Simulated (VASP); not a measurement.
Input of a VASP 6.6.1 run:

File INCAR:

```
SYSTEM = Ge4I
PREC = Accurate ; ENCUT = 520
EDIFF = 1E-6 ; ISMEAR = 0
SIGMA = 0.1 ; LREAL = .False.
LASPH = .True. ; NELM = 100
ALGO = Normal ; ISIF = 2
LWAVE = .False. ; LCHARG = .True.
GGA = PE ; LELF = .True.
LVHAR = .True. ; NBANDS = 40
```

Contents of KPOINTS:

```
regular mesh
0
Gamma
  8 8 8
  0 0 0
```

Contents of POSCAR:

```
Ge4I
1.0
   -3.3144874775      3.3144874775      3.3144874775
    3.3144874775     -3.3144874775      3.3144874775
    3.3144874775      3.3144874775     -3.3144874775
Ge I
4 1
Direct
    0.0000000000      0.0000000000      0.5000000000
    0.0000000000      0.5000000000      0.0000000000
    0.5000000000      0.0000000000      0.0000000000
    0.5000000000      0.5000000000      0.5000000000
    0.0000000000      0.0000000000      0.0000000000
```

Potentials or basis: VASP PAW PBE potentials, release 64 (Ge_d, I).

Command:

```console
$ cat potpaw_PBE.64/Ge_d/POTCAR potpaw_PBE.64/I/POTCAR > POTCAR
$ mpirun -np 1 vasp_std > vasp.out
```

Q: Estimate the pressure.

A: -0.1 GPa.

Caveat: an odd number of electrons without spin polarisation forces a metal; a magnetic or distorted state may lie lower.
